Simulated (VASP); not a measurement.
# K (Fm-3m) in VASP: single point with PBEsol

Aim: the single point of K with PBEsol.

Program: VASP 6.6.1. These are calculated values, not measurements. Logs are shortened: lines on timing, memory, paths and dates and some standing lists are left out, and cuts for length are marked.

## Step 1: The cell of the first run

The structure is cubic, space group Fm-3m (No. 225). Conventional cell: a = 10.332 Å, b = 10.332 Å, c = 10.332 Å, α = 90.00°, β = 90.00°, γ = 90.00°. Within 5.9 Å of K (site symmetry -43m) lie 10 K at 4.47 to 5.17 Å. K (site symmetry m-3m) has 8 K at 4.47 Å within 5.9 Å.

## Step 2: Single point, PBEsol

File INCAR:

```
SYSTEM = K
PREC = Accurate
ENCUT = 520
EDIFF = 1E-6
ISMEAR = 1
SIGMA = 0.2
LREAL = .False.
LASPH = .True.
NELM = 100
ALGO = Normal
ISIF = 2
LWAVE = .False.
LCHARG = .True.
GGA = PS
LELF = .True.
LVHAR = .True.
NBANDS = 20
```

File KPOINTS:

```
Automatic mesh
0
Gamma
  4 4 4
  0 0 0
```

File POSCAR:

```
K
1.0
    0.0000000000      5.1658560000      5.1658560000
    5.1658560000      0.0000000000      5.1658560000
    5.1658560000      5.1658560000      0.0000000000
K
3
Direct
    0.2500000000      0.2500000000      0.2500000000
    0.7500000000      0.7500000000      0.7500000000
    0.5000000000      0.5000000000      0.5000000000
```

Potentials or basis: VASP PAW PBE potentials, release 64 (K_sv).

The run is started by

```bash
$ cat potpaw_PBE.64/K_sv/POTCAR > POTCAR
$ mpirun -np 1 vasp_std > vasp.out
```

OUTCAR:

```text
SYSTEM = K
   PREC = Accurate
   ENCUT = 520
   EDIFF = 1E-6
   ISMEAR = 1
   LREAL = .False.
   LASPH = .True.
   NELM = 100
   ISIF = 2
   GGA = PS

 ion  position               nearest neighbor table
   1  0.250  0.250  0.250-
   2  0.750  0.750  0.750-
   3  0.500  0.500  0.500-

  LATTYP: Found a face centered cubic cell.
 ALAT       =    10.3317120000

  Lattice vectors:

 A1 = (   0.0000000000,   5.1658560000,   5.1658560000)
 A2 = (   5.1658560000,   0.0000000000,   5.1658560000)
 A3 = (   5.1658560000,   5.1658560000,   0.0000000000)

Analysis of symmetry for initial positions (statically):
=====================================================================
 Subroutine PRICEL returns:
 Original cell was already a primitive cell.

 Routine SETGRP: Setting up the symmetry group for a
 face centered cubic supercell.

 Subroutine GETGRP returns: Found 48 space group operations
 (whereof 48 operations were pure point group operations)
 out of a pool of 48 trial point group operations.

The static configuration has the point symmetry O_h .

Analysis of symmetry for dynamics (positions and initial velocities):
=====================================================================
 Subroutine PRICEL returns:
 Original cell was already a primitive cell.

 Routine SETGRP: Setting up the symmetry group for a
 face centered cubic supercell.

 Subroutine GETGRP returns: Found 48 space group operations
 (whereof 48 operations were pure point group operations)
 out of a pool of 48 trial point group operations.

The dynamic configuration has the point symmetry O_h .

 Subroutine INISYM returns: Found 48 space group operations
 (whereof 48 operations are pure point group operations),
 and found     1 'primitive' translations

----------------------------------------------------------------------------------------

                                     Primitive cell

  volume of cell :     275.7128

  direct lattice vectors                    reciprocal lattice vectors
     0.000000000  5.165856000  5.165856000    -0.096789380  0.096789380  0.096789380
     5.165856000  0.000000000  5.165856000     0.096789380 -0.096789380  0.096789380
     5.165856000  5.165856000  0.000000000     0.096789380  0.096789380 -0.096789380

  length of vectors
     7.305623616  7.305623616  7.305623616     0.167644124  0.167644124  0.167644124

  position of ions in fractional coordinates (direct lattice)
     0.250000000  0.250000000  0.250000000
     0.750000000  0.750000000  0.750000000
     0.500000000  0.500000000  0.500000000

  ion indices of the primitive-cell ions
   primitive index   ion index
                 1           1
                 2           2
                 3           3

----------------------------------------------------------------------------------------

 KPOINTS: Automatic mesh

Automatic generation of k-mesh.
 Grid dimensions read from file:
 generate k-points for:    4    4    4

 Generating k-lattice:

  Cartesian coordinates                     Fractional coordinates (reciprocal lattice)
    -0.024197345  0.024197345  0.024197345     0.250000000  0.000000000  0.000000000
     0.024197345 -0.024197345  0.024197345     0.000000000  0.250000000  0.000000000
     0.024197345  0.024197345 -0.024197345     0.000000000  0.000000000  0.250000000

  Length of vectors
     0.041911031  0.041911031  0.041911031

  Shift w.r.t. Gamma in fractional coordinates (k-lattice)
     0.000000000  0.000000000  0.000000000

 Subroutine IBZKPT returns following result:
 ===========================================

 Found      8 irreducible k-points:

 Following reciprocal coordinates:
            Coordinates               Weight
  0.000000  0.000000  0.000000      1.000000
  0.250000  0.000000  0.000000      8.000000
  0.500000  0.000000  0.000000      4.000000
  0.250000  0.250000  0.000000      6.000000
  0.500000  0.250000  0.000000     24.000000
 -0.250000  0.250000  0.000000     12.000000
  0.500000  0.500000  0.000000      3.000000
 -0.250000  0.500000  0.250000      6.000000
   k-points           NKPTS =      8   k-points in BZ     NKDIM =      8   number of bands    NBANDS=     20
   number of dos      NEDOS =    301   number of ions     NIONS =      3
   total plane-waves  NPLWV = 157464
   dimension x,y,z NGX =    54 NGY =   54 NGZ =   54
   dimension x,y,z NGXF=   108 NGYF=  108 NGZF=  108
   ions per type =               3
   NGX,Y,Z   is equivalent  to a cutoff of  12.29, 12.29, 12.29 a.u.
   NGXF,Y,Z  is equivalent  to a cutoff of  24.58, 24.58, 24.58 a.u.
 SYSTEM =  K
   PREC   = accura    normal or accurate (medium, high low for compatibility)
   ISTART =      0    job   : 0-new  1-cont  2-samecut
   ICHARG =      2    charge: 1-file 2-atom 10-const
   ISPIN  =      1    spin polarized calculation?
   LNONCOLLINEAR =      F non collinear calculations
   LSORBIT =      F    spin-orbit coupling
   LASPH  =      T    aspherical Exc in radial PAW
   ENCUT  =  520.0 eV  38.22 Ry    6.18 a.u.  13.58 13.58 13.58*2*pi/ulx,y,z
   NELM   =    100;   NELMIN=  2; NELMDL= -5     # of ELM steps
   EDIFF  = 0.1E-05   stopping-criterion for ELM
   LREAL  =      F    real-space projection
   EDIFFG = 0.1E-04   stopping-criterion for IOM
   NSW    =      0    number of steps for IOM
   IBRION =     -1    ionic relax: 0-MD 1-quasi-New 2-CG
   NFREE  =      0    steps in history (QN), initial steepest desc. (CG)
   ISIF   =      2    stress and relaxation
   ISYM   =      2    0-nonsym 1-usesym 2-fastsym
   POTIM  = 0.5000    time-step for ionic-motion
   TEBEG  =    0.0;   TEEND  =   0.0 temperature during run
   PSTRESS=    0.0 pullay stress
   NELECT =      27.0000    total number of electrons
   NUPDOWN=      -1.0000    fix difference up-down
   EMIN   =  10.00;   EMAX   =-10.00  energy-range for DOS
   EFERMI =   0.00;   METHOD = LEGACY
   ISMEAR =     1;   SIGMA  =   0.20  broadening in eV -4-tet -1-fermi 0-gaus
   EFERMI_NEDOS =   21; number of points for ismear=-14 and -15
   IALGO  =     38    algorithm
   IMIX   =      4    mixing-type and parameters
     AMIX     =   0.40;   BMIX     =  1.00
     AMIX_MAG =   1.60;   BMIX_MAG =  1.00
  volume/ion in A,a.u.               =      91.90       620.20
  Fermi-wavevector in a.u.,A,eV,Ry     =   0.754589  1.425966  7.747219  0.569405
  Thomas-Fermi vector in A             =   1.852291
   LORBIT       =      0    0 simple, 1 ext, 2 COOP (PROOUT), +10 PAW based schemes
   GGA     = PS    functional components
   LHFCALC =     F    Hartree Fock is set to
   AEXX    =    0.0000 exact exchange contribution
   IVDW    =     0    specifies the selected vdW correction
   LEPSILON=     F    determine dielectric tensor
   LRPA    =     F    only Hartree local field effects (RPA)
 non-spin polarized calculation
 Methfessel and Paxton  Order N= 1 SIGMA  =   0.20
  energy-cutoff  :      520.00
  volume of cell :      275.71
 maximum number of plane-waves:      7456
   NGX = 27   NGY = 27   NGZ = 27

 number of electron      27.0000001 magnetization

 Free energy of the ion-electron system (eV)
  ---------------------------------------------------
  ext. energy  EPLUGINS =         0.00000000
  ---------------------------------------------------
  free energy    TOTEN  =        -2.95980986 eV

  energy without entropy =       -2.94175556  energy(sigma->0) =       -2.95379176

 E-fermi :  -0.6318     XC(G=0):  -5.1295

 val. band max:       -0.6766795138   @ k =  -0.2500   0.5000   0.2500
 cond. band min:      -0.3159525979   @ k =  -0.2500   0.2500   0.0000
 fundamental gap:      0.3607269159
 Fermi energy:        -0.6318421653

 k-point     1 :       0.0000    0.0000    0.0000
  band No.  band energies     occupation
      1     -32.8137      2.00000
      2     -32.8126      2.00000
      3     -32.7307      2.00000
      4     -16.3545      2.00000
      5     -16.3545      2.00000
      6     -16.3545      2.00000
      7     -16.3505      2.00000
      8     -16.3505      2.00000
      9     -16.3505      2.00000
     10     -16.2703      2.00000
     11     -16.2703      2.00000
     12     -16.2703      2.00000
     13      -2.4648      2.00000
     14       1.2168     -0.00000
     15       1.2168     -0.00000
     16       1.2168     -0.00000
     17       1.3416     -0.00000
     18       1.3416     -0.00000
     19       1.3416     -0.00000
     20       1.5252     -0.00000

 k-point     2 :       0.2500    0.0000    0.0000
  band No.  band energies     occupation
      1     -32.8135      2.00000
      2     -32.8128      2.00000
      3     -32.7308      2.00000
      4     -16.3576      2.00000
      5     -16.3562      2.00000
      6     -16.3562      2.00000
      7     -16.3498      2.00000
      8     -16.3498      2.00000
      9     -16.3466      2.00000
     10     -16.2716      2.00000
     11     -16.2694      2.00000
     12     -16.2694      2.00000
     13      -2.1743      2.00000
     14      -0.0156     -0.00012
     15       1.0230     -0.00000
     16       1.0230     -0.00000
     17       1.3168     -0.00000
     18       1.3168     -0.00000
     19       1.3725     -0.00000
     20       1.8247     -0.00000

 k-point     3 :       0.5000    0.0000    0.0000
  band No.  band energies     occupation
      1     -32.8131      2.00000
      2     -32.8131      2.00000
      3     -32.7309      2.00000
      4     -16.3576      2.00000
      5     -16.3576      2.00000
      6     -16.3543      2.00000
      7     -16.3497      2.00000
      8     -16.3494      2.00000
      9     -16.3494      2.00000
     10     -16.2722      2.00000
     11     -16.2685      2.00000
     12     -16.2685      2.00000
     13      -1.4778      2.00000
     14      -1.1500      2.00153
     15       1.0552     -0.00000
     16       1.0552     -0.00000
     17       1.0626     -0.00000
     18       1.0626     -0.00000
     19       1.3546     -0.00000
     20       1.9885     -0.00000

 k-point     4 :       0.2500    0.2500    0.0000
  band No.  band energies     occupation
      1     -32.8134      2.00000
      2     -32.8128      2.00000
      3     -32.7308      2.00000
      4     -16.3613      2.00000
      5     -16.3613      2.00000
      6     -16.3536      2.00000
      7     -16.3484      2.00000
      8     -16.3458      2.00000
      9     -16.3458      2.00000
     10     -16.2738      2.00000
     11     -16.2684      2.00000
     12     -16.2684      2.00000
     13      -2.0778      2.00000
     14       0.5072     -0.00000
     15       0.6177     -0.00000
     16       0.6655     -0.00000
     17       0.6655     -0.00000
     18       0.7638     -0.00000
     19       1.8155     -0.00000
     20       2.1660     -0.00000

 k-point     5 :       0.5000    0.2500    0.0000
  band No.  band energies     occupation
      1     -32.8132      2.00000
      2     -32.8130      2.00000
      3     -32.7309      2.00000
      4     -16.3624      2.00000
      5     -16.3617      2.00000
      6     -16.3558      2.00000
      7     -16.3478      2.00000
      8     -16.3456      2.00000
      9     -16.3445      2.00000
     10     -16.2733      2.00000
     11     -16.2685      2.00000
     12     -16.2676      2.00000
     13      -1.4404      2.00000
     14      -0.6852      1.43406
     15      -0.0365     -0.00021
     16       0.5780     -0.00000
     17       0.6105     -0.00000
     18       1.6097     -0.00000
     19       1.7797     -0.00000
     20       2.3209     -0.00000

 k-point     6 :      -0.2500    0.2500    0.0000
  band No.  band energies     occupation
      1     -32.8133      2.00000
      2     -32.8129      2.00000
      3     -32.7309      2.00000
      4     -16.3611      2.00000
      5     -16.3580      2.00000
      6     -16.3554      2.00000
      7     -16.3503      2.00000
      8     -16.3489      2.00000
      9     -16.3440      2.00000
     10     -16.2713      2.00000
     11     -16.2695      2.00000
     12     -16.2685      2.00000
     13      -1.7077      2.00000
     14      -0.3160     -0.04803
     15      -0.2099     -0.01104
     16       0.8429     -0.00000
     17       0.9763     -0.00000
     18       1.6516     -0.00000
     19       1.7198     -0.00000
     20       2.1300     -0.00000

 k-point     7 :       0.5000    0.5000    0.0000
  band No.  band energies     occupation
      1     -32.8132      2.00000
      2     -32.8129      2.00000
      3     -32.7309      2.00000
      4     -16.3656      2.00000
      5     -16.3656      2.00000
      6     -16.3570      2.00000
      7     -16.3433      2.00000
      8     -16.3433      2.00000
      9     -16.3423      2.00000
     10     -16.2769      2.00000
     11     -16.2667      2.00000
     12     -16.2667      2.00000
     13      -1.0421      2.01351
     14      -0.9232      2.05907
     15       0.1992     -0.00000
     16       0.3755     -0.00000
     17       0.4612     -0.00000
     18       0.4612     -0.00000
     19       2.4167     -0.00000
     20       2.6627     -0.00000

 k-point     8 :      -0.2500    0.5000    0.2500
  band No.  band energies     occupation
      1     -32.8131      2.00000
      2     -32.8131      2.00000
      3     -32.7309      2.00000
      4     -16.3661      2.00000
      5     -16.3564      2.00000
      6     -16.3551      2.00000
      7     -16.3551      2.00000
      8     -16.3428      2.00000
      9     -16.3427      2.00000
     10     -16.2711      2.00000
     11     -16.2711      2.00000
     12     -16.2667      2.00000
     13      -0.7898      1.97476
     14      -0.6767      1.36908
     15      -0.6767      1.36908
     16      -0.2845     -0.03397
     17       1.6120     -0.00000
     18       1.6120     -0.00000
     19       1.6874     -0.00000
     20       1.7818     -0.00000

------------------------ aborting loop because EDIFF is reached ----------------------------------------

  FORCE on cell =-STRESS in cart. coord.  units (eV):
  Direction    XX          YY          ZZ          XY          YZ          ZX
  --------------------------------------------------------------------------------------
  -------------------------------------------------------------------------------------
  Total       -0.2944198     -0.2944198     -0.2944198      0.0000000      0.0000000      0.0000000
  in kB       -1.7108846     -1.7108846     -1.7108846      0.0000000      0.0000000      0.0000000
  external PRESSURE =      -1.7108846 kB  Pullay stress =       0.0000000 kB

 VOLUME and BASIS-vectors are now :
 -----------------------------------------------------------------------------
  energy-cutoff  :      520.00
  volume of cell :      275.71
      direct lattice vectors                 reciprocal lattice vectors
     0.000000000  5.165856000  5.165856000    -0.096789380  0.096789380  0.096789380
     5.165856000  0.000000000  5.165856000     0.096789380 -0.096789380  0.096789380
     5.165856000  5.165856000  0.000000000     0.096789380  0.096789380 -0.096789380

 POSITION                                       TOTAL-FORCE (eV/Angst)
 -----------------------------------------------------------------------------------
      2.58293      2.58293      2.58293         0.000000      0.000000      0.000000
      7.74878      7.74878      7.74878        -0.000000     -0.000000     -0.000000
      5.16586      5.16586      5.16586        -0.000000      0.000000     -0.000000
 -----------------------------------------------------------------------------------
    total drift:                                0.000000      0.000000      0.000000

  FREE ENERGIE OF THE ION-ELECTRON SYSTEM (eV)
  ---------------------------------------------------
  free  energy   TOTEN  =        -2.9598098564 eV

  energy  without entropy=       -2.9417555641  energy(sigma->0) =       -2.95379176
```

It took 42 s on 1 thread of Intel Xeon Platinum 8375C at 2.90GHz (Ice Lake), shared host; peak memory 0.39 GiB.

What came out:

| Property | Result |
| --- | --- |
| Free energy | -2.9598 eV |
| Pressure | -0.2 GPa |

Levels at points of the mesh, in eV from the Fermi level:
```tsv
k point	band 10	band 11	band 12	band 13	band 14	band 15	band 16	band 17
(0.00, 0.00, 0.00)	-15.64	-15.64	-15.64	-1.83	1.85	1.85	1.85	1.97
(0.50, 0.00, 0.00)	-15.64	-15.64	-15.64	-0.85	-0.52	1.69	1.69	1.69
(0.50, 0.50, 0.00)	-15.65	-15.63	-15.63	-0.41	-0.29	0.83	1.01	1.09
```

Caveat: the PAW data sets were made with another functional, which shifts forces and pressure a little.
